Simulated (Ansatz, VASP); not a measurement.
## One calculation of Ru, two programs

```
CELL_PARAMETERS angstrom
3.37932 0.00000 0.00000
-1.68966 2.92657 0.00000
0.00000 0.00000 5.57587
ATOMIC_POSITIONS crystal
Ru 0.33333 0.66667 0.43750
Ru 0.66667 0.33333 0.93750
Ru 0.66667 0.33333 0.56250
Ru 0.33333 0.66667 0.06250
```

Alike in both runs: task single point; functional PBEsol; k mesh 6 × 6 × 4; occupations gaussian, width 0.1 eV; no spin polarisation.

```csv
,VASP,Ansatz
version,VASP 6.6.1,Ansatz 0.2.0
potentials or method,"VASP PAW PBE potentials, release 64 (Ru_pv), cutoff 520 eV","scalar-relativistic, plane waves, PAW"
valence electrons in the cell,56,64
```

```tsv
	VASP	Ansatz	Ansatz less VASP
gap on the k mesh at the Fermi level (eV)	none	none	-
rms of the force components (eV/Å)	0.022	0.058	+0.0357
```

VASP's potentials were made for PBE, not for PBEsol. Atom by atom the forces differ by 0.036 eV/Å (rms over components). A gap of «none» marks a metal or a gap that the smearing closes. VASP's potentials hold 56 valence electrons a cell and Ansatz's 64, so a difference there can come from the potentials and not from the codes.
